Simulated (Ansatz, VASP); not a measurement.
One calculation of NaI, two programs

The input INCAR:

```
SYSTEM = NaI
PREC     = Accurate       ! precision mode
ENCUT    = 600            ! plane-wave cutoff, eV
EDIFF    = 1E-6           ! SCF threshold, eV
ISMEAR   = -1             ! smearing method
SIGMA    = 0.08           ! smearing width, eV
LREAL    = .FALSE.        ! projectors in reciprocal space
LASPH    = .TRUE.         ! aspherical terms in the spheres
NELM     = 100            ! most SCF steps
ALGO     = Normal         ! electronic algorithm
ISIF     = 3              ! what is computed and relaxed
LWAVE    = .FALSE.        ! write WAVECAR
LCHARG   = .FALSE.        ! write CHGCAR
GGA      = PE             ! functional
IBRION   = 2              ! ionic algorithm
NSW      = 100            ! ionic steps
EDIFFG   = -0.005         ! ionic threshold
```

Contents of KPOINTS:

```
Automatic mesh
0
G
  11 11 11
  0 0 0
```

POSCAR

```
NaI
1.0
    0.0000000000      2.9445924277      2.9445924277
    2.9445924277      0.0000000000      2.9445924277
    2.9445924277      2.9445924277      0.0000000000
Na I
1 1
Direct
    0.0000000000      0.0000000000      0.0000000000
    0.5000000000      0.5000000000      0.5000000000
```

Input for Ansatz:

```yaml
crystal:
  lattice:
    - [0.0, 2.9445924277, 2.9445924277]
    - [2.9445924277, 0.0, 2.9445924277]
    - [2.9445924277, 2.9445924277, 0.0]
  atoms:
    - { symbol: Na, position: [0.0, 0.0, 0.0] }
    - { symbol: I, position: [0.5, 0.5, 0.5] }
kpoints:
  mp_grid: { grid: [11, 11, 11] }
scf:
  occupations: { method: fermi_dirac, width: 0.08 }
hamiltonian:
  xc: pbe
  pseudopotentials: { kind: paw }
output:
  forces: true
  stress: true
relax:
  f_tol: 0.005
  max_steps: 80
  cell: {}
```

Alike in both runs: task relaxation of cell and atoms; functional PBE; k mesh 11 × 11 × 11; occupations fermi-dirac, width 0.08 eV; no spin polarisation.

```csv
,VASP,Ansatz
version,VASP 6.6.1,Ansatz 0.2.0
potentials or method,"VASP PAW PBE potentials, release 64 (Na_pv, I)","PAW with Ansatz's default frozen-core files, scalar-relativistic"
plane-wave cutoff (eV),600,420
valence electrons in the cell,14,26
```

|  | VASP | Ansatz | Ansatz less VASP |
| --- | --- | --- | --- |
| relaxed volume (Å³/atom) | 34.81 | 34.78 | -0.029 |
| relaxed length of the cell vector where the two differ most in proportion (Å) | 4.618 | 4.616 | -0.0013 |

VASP's potentials hold 14 valence electrons a cell and Ansatz's 26, so a difference there can come from the potentials and not from the codes.

Spin-orbit coupling is off throughout. Noted on VASP's run: the volume moved by over 15 % at a fixed basis, so the end points are rough.
